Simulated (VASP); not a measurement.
# Y (Pm-3m) in VASP: single point with r2SCAN

Aim: the single point of Y with r2SCAN.

All numbers are computed with VASP 6.6.1; they aren't measurements. Logs are shortened: lines on timing, memory, paths and dates and some standing lists are left out, and cuts for length are marked.

### 1 The cell of the first run

Symmetry: Pm-3m, No. 221, cubic system. The conventional cell has a = 3.131 Å, b = 3.131 Å, c = 3.131 Å, α = 90.00°, β = 90.00°, γ = 90.00°. Y (site symmetry m-3m) has 6 Y at 3.13 Å within 4.1 Å.

This isn't the form of Y at room conditions, which is hcp.

### 2 Single point, r2SCAN

POSCAR

```
Y
1.0
   -1.0436346030      2.0872692060      2.0872692060
    2.0872692060     -1.0436346030      2.0872692060
    2.0872692060      2.0872692060     -1.0436346030
Y
1
Direct
    0.0000000000      0.0000000000      0.0000000000
```

INCAR.step1

```
SYSTEM = Y
  PREC = Accurate
  ENCUT = 520
  ISMEAR = 0
  SIGMA = 0.15
  LREAL = .False.
  LASPH = .True.
  NELM = 60
  NBANDS = 12
  GGA = PE
  ALGO = Normal
  EDIFF = 1E-4
  LWAVE = .True.
  LCHARG = .False.
```

INCAR.step2

```
SYSTEM = Y
  PREC = Accurate
  ENCUT = 520
  EDIFF = 1E-6
  ISMEAR = 0
  SIGMA = 0.15
  LREAL = .False.
  LASPH = .True.
  NELM = 60
  ALGO = Normal
  ISIF = 2
  LWAVE = .False.
  LCHARG = .False.
  METAGGA = R2SCAN
  LMIXTAU = .True.
  NBANDS = 12
  ISTART = 1
```

KPOINTS

```
Automatic mesh
0
Gamma
  18 18 18
  0 0 0
```

Potentials or basis: VASP PAW PBE potentials, release 64 (Y_sv).

Command:

```sh
$ cat potpaw_PBE.64/Y_sv/POTCAR > POTCAR
$ cp INCAR.step1 INCAR
$ mpirun -np 1 vasp_std > vasp.out
$ cp INCAR.step2 INCAR
$ mpirun -np 1 vasp_std > vasp.out
```

OUTCAR:

```text
SYSTEM = Y
   PREC = Accurate
   ENCUT = 520
   EDIFF = 1E-6
   ISMEAR = 0
   LREAL = .False.
   LASPH = .True.
   NELM = 60
   ISIF = 2
   METAGGA = R2SCAN
   ISTART = 1

 ion  position               nearest neighbor table
   1  0.000  0.000  0.000-

  LATTYP: Found a simple cubic cell.
 ALAT       =     3.1309038090

  Lattice vectors:

 A1 = (  -1.0436346030,   2.0872692060,   2.0872692060)
 A2 = (   2.0872692060,  -1.0436346030,   2.0872692060)
 A3 = (   2.0872692060,   2.0872692060,  -1.0436346030)

Analysis of symmetry for initial positions (statically):
=====================================================================
 Subroutine PRICEL returns:
 Original cell was already a primitive cell.

 Routine SETGRP: Setting up the symmetry group for a
 simple cubic supercell.

 Subroutine GETGRP returns: Found 48 space group operations
 (whereof 48 operations were pure point group operations)
 out of a pool of 48 trial point group operations.

The static configuration has the point symmetry O_h .

Analysis of symmetry for dynamics (positions and initial velocities):
=====================================================================
 Subroutine PRICEL returns:
 Original cell was already a primitive cell.

 Routine SETGRP: Setting up the symmetry group for a
 simple cubic supercell.

 Subroutine GETGRP returns: Found 48 space group operations
 (whereof 48 operations were pure point group operations)
 out of a pool of 48 trial point group operations.

The dynamic configuration has the point symmetry O_h .

 Subroutine INISYM returns: Found 48 space group operations
 (whereof 48 operations are pure point group operations),
 and found     1 'primitive' translations

----------------------------------------------------------------------------------------

                                     Primitive cell

  volume of cell :      30.6909

  direct lattice vectors                    reciprocal lattice vectors
    -1.043634603  2.087269206  2.087269206    -0.106465530  0.212931060  0.212931060
     2.087269206 -1.043634603  2.087269206     0.212931060 -0.106465530  0.212931060
     2.087269206  2.087269206 -1.043634603     0.212931060  0.212931060 -0.106465530

  length of vectors
     3.130903809  3.130903809  3.130903809     0.319396590  0.319396590  0.319396590

  position of ions in fractional coordinates (direct lattice)
     0.000000000  0.000000000  0.000000000

  ion indices of the primitive-cell ions
   primitive index   ion index
                 1           1

----------------------------------------------------------------------------------------

 KPOINTS: Automatic mesh

Automatic generation of k-mesh.
 Grid dimensions read from file:
 generate k-points for:   18   18   18

 Generating k-lattice:

  Cartesian coordinates                     Fractional coordinates (reciprocal lattice)
    -0.005914752  0.011829503  0.011829503     0.055555556  0.000000000  0.000000000
     0.011829503 -0.005914752  0.011829503     0.000000000  0.055555556  0.000000000
     0.011829503  0.011829503 -0.005914752     0.000000000  0.000000000  0.055555556

  Length of vectors
     0.017744255  0.017744255  0.017744255

  Shift w.r.t. Gamma in fractional coordinates (k-lattice)
     0.000000000  0.000000000  0.000000000

 Subroutine IBZKPT returns following result:
 ===========================================

 Found    220 irreducible k-points:

 Following reciprocal coordinates:
            Coordinates               Weight
  0.000000  0.000000  0.000000      1.000000
  0.055556  0.000000  0.000000      6.000000
  0.111111  0.000000  0.000000      6.000000
  0.166667  0.000000  0.000000      6.000000
  0.222222  0.000000  0.000000      6.000000
  0.277778  0.000000  0.000000      6.000000
[... 16 lines left out ...]
  0.277778  0.111111  0.000000     24.000000
  0.333333  0.111111  0.000000     24.000000
 [... further k-points ...]
   k-points           NKPTS =    220   k-points in BZ     NKDIM =    220   number of bands    NBANDS=     12
   number of dos      NEDOS =    301   number of ions     NIONS =      1
   total plane-waves  NPLWV =  13824
   dimension x,y,z NGX =    24 NGY =   24 NGZ =   24
   dimension x,y,z NGXF=    48 NGYF=   48 NGZF=   48
   ions per type =               1
   NGX,Y,Z   is equivalent  to a cutoff of  12.74, 12.74, 12.74 a.u.
   NGXF,Y,Z  is equivalent  to a cutoff of  25.49, 25.49, 25.49 a.u.
 SYSTEM =  Y
   PREC   = accura    normal or accurate (medium, high low for compatibility)
   ISTART =      1    job   : 0-new  1-cont  2-samecut
   ICHARG =      0    charge: 1-file 2-atom 10-const
   ISPIN  =      1    spin polarized calculation?
   LNONCOLLINEAR =      F non collinear calculations
   LSORBIT =      F    spin-orbit coupling
   LASPH  =      T    aspherical Exc in radial PAW
   ENCUT  =  520.0 eV  38.22 Ry    6.18 a.u.   5.82  5.82  5.82*2*pi/ulx,y,z
   NELM   =     60;   NELMIN=  2; NELMDL=  0     # of ELM steps
   EDIFF  = 0.1E-05   stopping-criterion for ELM
   LREAL  =      F    real-space projection
   EDIFFG = 0.1E-04   stopping-criterion for IOM
   NSW    =      0    number of steps for IOM
   IBRION =     -1    ionic relax: 0-MD 1-quasi-New 2-CG
   NFREE  =      0    steps in history (QN), initial steepest desc. (CG)
   ISIF   =      2    stress and relaxation
   ISYM   =      2    0-nonsym 1-usesym 2-fastsym
   POTIM  = 0.5000    time-step for ionic-motion
   TEBEG  =    0.0;   TEEND  =   0.0 temperature during run
   PSTRESS=    0.0 pullay stress
   NELECT =      11.0000    total number of electrons
   NUPDOWN=      -1.0000    fix difference up-down
   EMIN   =  10.00;   EMAX   =-10.00  energy-range for DOS
   EFERMI =   0.00;   METHOD = LEGACY
   ISMEAR =     0;   SIGMA  =   0.15  broadening in eV -4-tet -1-fermi 0-gaus
   EFERMI_NEDOS =   21; number of points for ismear=-14 and -15
   IALGO  =     38    algorithm
   IMIX   =      4    mixing-type and parameters
     AMIX     =   0.40;   BMIX     =  1.00
     AMIX_MAG =   1.60;   BMIX_MAG =  1.00
  volume/ion in A,a.u.               =      30.69       207.11
  Fermi-wavevector in a.u.,A,eV,Ry     =   1.162883  2.197530 18.399114  1.352297
  Thomas-Fermi vector in A             =   2.299439
   LORBIT       =      0    0 simple, 1 ext, 2 COOP (PROOUT), +10 PAW based schemes
   METAGGA = R2SCAN    functional components
   LHFCALC =     F    Hartree Fock is set to
   AEXX    =    0.0000 exact exchange contribution
   IVDW    =     0    specifies the selected vdW correction
   LEPSILON=     F    determine dielectric tensor
   LRPA    =     F    only Hartree local field effects (RPA)
 non-spin polarized calculation
 Gauss-broadening in eV      SIGMA  =   0.15
  energy-cutoff  :      520.00
  volume of cell :       30.69
 maximum number of plane-waves:       849
 NGX is ok and might be reduce to    24
   NGX = 11   NGY = 11   NGZ = 11

 number of electron      10.9999999 magnetization

 Free energy of the ion-electron system (eV)
  ---------------------------------------------------
  ext. energy  EPLUGINS =         0.00000000
  ---------------------------------------------------
  free energy    TOTEN  =       -19.38050299 eV

  energy without entropy =      -19.35477643  energy(sigma->0) =      -19.36763971

 E-fermi :   3.5360     XC(G=0): -10.3013

 val. band max:        3.5347006367   @ k =   0.2778   0.2778   0.0556
 cond. band min:       3.5385729799   @ k =   0.3889   0.3889   0.0000
 fundamental gap:      0.0038723432
 Fermi energy:         3.5360337073

 k-point     1 :       0.0000    0.0000    0.0000
  band No.  band energies     occupation
      1     -40.9619      2.00000
      2     -19.8204      2.00000
      3     -19.8204      2.00000
      4     -19.8204      2.00000
      5      -1.4171      2.00000
      6       2.7557      2.00000
      7       2.7557      2.00000
      8       9.6370      0.00000
      9       9.6370      0.00000
     10       9.6370      0.00000
     11      15.0535      0.00000
     12      15.0535      0.00000

 k-point     2 :       0.0556    0.0000    0.0000
  band No.  band energies     occupation
      1     -40.9585      2.00000
      2     -19.8542      2.00000
      3     -19.8176      2.00000
      4     -19.8176      2.00000
      5      -1.3455      2.00000
      6       2.7784      2.00000
      7       2.8218      2.00000
      8       9.4860      0.00000
      9       9.4860      0.00000
     10       9.6459      0.00000
     11      14.6882      0.00000
     12      15.2385      0.00000

 k-point     3 :       0.1111    0.0000    0.0000
  band No.  band energies     occupation
      1     -40.9487      2.00000
      2     -19.9505      2.00000
      3     -19.8093      2.00000
      4     -19.8093      2.00000
      5      -1.1376      2.00000
      6       2.8448      2.00000
      7       3.0118      2.00000
      8       9.0977      0.00000
      9       9.0977      0.00000
     10       9.6720      0.00000
     11      13.8715      0.00000
     12      15.7255      0.00000

 k-point     4 :       0.1667    0.0000    0.0000
  band No.  band energies     occupation
      1     -40.9336      2.00000
      2     -20.0952      2.00000
      3     -19.7966      2.00000
      4     -19.7966      2.00000
      5      -0.8121      2.00000
      6       2.9498      2.00000
      7       3.2959      1.97645
      8       8.5945      0.00000
      9       8.5945      0.00000
     10       9.7124      0.00000
     11      12.9747      0.00000
     12      16.3830      0.00000

 k-point     5 :       0.2222    0.0000    0.0000
  band No.  band energies     occupation
      1     -40.9150      2.00000
      2     -20.2681      2.00000
      3     -19.7810      2.00000
      4     -19.7810      2.00000
      5      -0.3941      2.00000
      6       3.0844      1.99998
      7       3.6134      0.46555
      8       8.0741      0.00000
      9       8.0741      0.00000
     10       9.7626      0.00000
     11      12.2099      0.00000
     12      17.0091      0.00000
[... 228 lines left out ...]
      1     -40.9205      2.00000
      2     -20.0827      2.00000
      3     -19.9236      2.00000
      4     -19.7856      2.00000
      5      -0.5450      2.00000
      6       3.1353      1.99984
      7       3.4626      1.51148
      8       7.9648      0.00000
      9       8.6078      0.00000
     10       9.2601      0.00000
     11      13.5857      0.00000
     12      15.0738      0.00000

 k-point    22 :       0.2222    0.1111    0.0000
  band No.  band energies     occupation
      1     -40.9021      2.00000
      2     -20.2540      2.00000
      3     -19.9069      2.00000
      4     -19.7701      2.00000
      5      -0.1382      2.00000
      6       3.2722      1.98715
      7       3.7733      0.02531
      8       7.4579      0.00000
      9       8.1159      0.00000
     10       9.3066      0.00000
     11      12.7714      0.00000
     12      15.6461      0.00000

 k-point    23 :       0.2778    0.1111    0.0000
  band No.  band energies     occupation
      1     -40.8823      2.00000
      2     -20.4316      2.00000
      3     -19.8887      2.00000
      4     -19.7535      2.00000
      5       0.3321      2.00000
      6       3.4185      1.73217
      7       3.9954      0.00001
      8       7.0786      0.00000
      9       7.6525      0.00000
     10       9.3684      0.00000
     11      12.1828      0.00000
     12      16.0576      0.00000

 k-point    24 :       0.3333    0.1111    0.0000
  band No.  band energies     occupation
      1     -40.8636      2.00000
      2     -20.5941      2.00000
      3     -19.8716      2.00000
      4     -19.7379      2.00000
      5       0.8434      2.00000
      6       3.5500      0.89527
      7       4.0070      0.00001
      8       6.8794      0.00000
      9       7.2623      0.00000
     10       9.4302      0.00000
     11      11.9171      0.00000
     12      15.7733      0.00000

 [... further k-points ...]

------------------------ aborting loop because EDIFF is reached ----------------------------------------

  FORCE on cell =-STRESS in cart. coord.  units (eV):
  Direction    XX          YY          ZZ          XY          YZ          ZX
  --------------------------------------------------------------------------------------
  -------------------------------------------------------------------------------------
  Total        0.7154513      0.7154513      0.7154513      0.0000000      0.0000000      0.0000000
  in kB       37.3492175     37.3492175     37.3492175      0.0000000      0.0000000      0.0000000
  external PRESSURE =      37.3492175 kB  Pullay stress =       0.0000000 kB

 VOLUME and BASIS-vectors are now :
 -----------------------------------------------------------------------------
  energy-cutoff  :      520.00
  volume of cell :       30.69
      direct lattice vectors                 reciprocal lattice vectors
    -1.043634603  2.087269206  2.087269206    -0.106465530  0.212931060  0.212931060
     2.087269206 -1.043634603  2.087269206     0.212931060 -0.106465530  0.212931060
     2.087269206  2.087269206 -1.043634603     0.212931060  0.212931060 -0.106465530

 POSITION                                       TOTAL-FORCE (eV/Angst)
 -----------------------------------------------------------------------------------
      0.00000      0.00000      0.00000        -0.000000      0.000000     -0.000000
 -----------------------------------------------------------------------------------
    total drift:                                0.000000      0.000000      0.000000

  FREE ENERGIE OF THE ION-ELECTRON SYSTEM (eV)
  ---------------------------------------------------
  free  energy   TOTEN  =       -19.3805029891 eV

  energy  without entropy=      -19.3547764287  energy(sigma->0) =      -19.36763971
```

It took 73 s on 1 thread of Intel Xeon 6975P-C (Granite Rapids), shared host; peak memory 0.23 GiB.

What came out:

- Free energy: -19.3805 eV
- Pressure: 3.7 GPa
- Band gap on the k mesh: zero (an odd number of electrons rules out a gap without spin polarisation)

Caveat: the cell stands under pressure; the PAW data sets were made with another functional, which shifts forces and pressure a little.
